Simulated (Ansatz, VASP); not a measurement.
## Two plane-wave programs on W5C

```
CELL_PARAMETERS angstrom
2.83500 0.00000 0.00000
-1.41750 2.45519 0.00000
0.00000 0.00000 12.58278
ATOMIC_POSITIONS crystal
W 0.00000 0.00000 0.11352
W 0.00000 0.00000 0.88648
W 0.33333 0.66667 0.69281
W 0.33333 0.66667 0.30719
W 0.66667 0.33333 0.50000
C 0.33333 0.66667 0.00000
```

Alike in both runs: functional PBE; k mesh 12 × 12 × 4; occupations gaussian, width 0.1 eV; no spin polarisation.

Ansatz relaxed the structure, and its values are those at the end. VASP's run is a single point on that final structure, the one shown.

|  | VASP | Ansatz |
| --- | --- | --- |
| version | VASP 6.6.1 | Ansatz 0.2.0 |
| potentials or method | VASP PAW PBE potentials, release 64 (W_sv, C), cutoff 520 eV | scalar-relativistic, plane waves, PAW |
| valence electrons in the cell | 74 | 74 |

Ansatz gave:

| Item | Value |
| --- | --- |
| gap on the k mesh at the Fermi level (eV) | none |
| pressure (GPa) | 0.0 |
| rms of the force components (eV/Å) | 0.000 |

Problem. Which values does VASP return?

Solution. gap on the k mesh at the Fermi level (eV): none; pressure (GPa): 0.6; rms of the force components (eV/Å): 0.014.

A gap of «none» marks a metal or a gap that the smearing closes.

Spin-orbit coupling is off throughout.
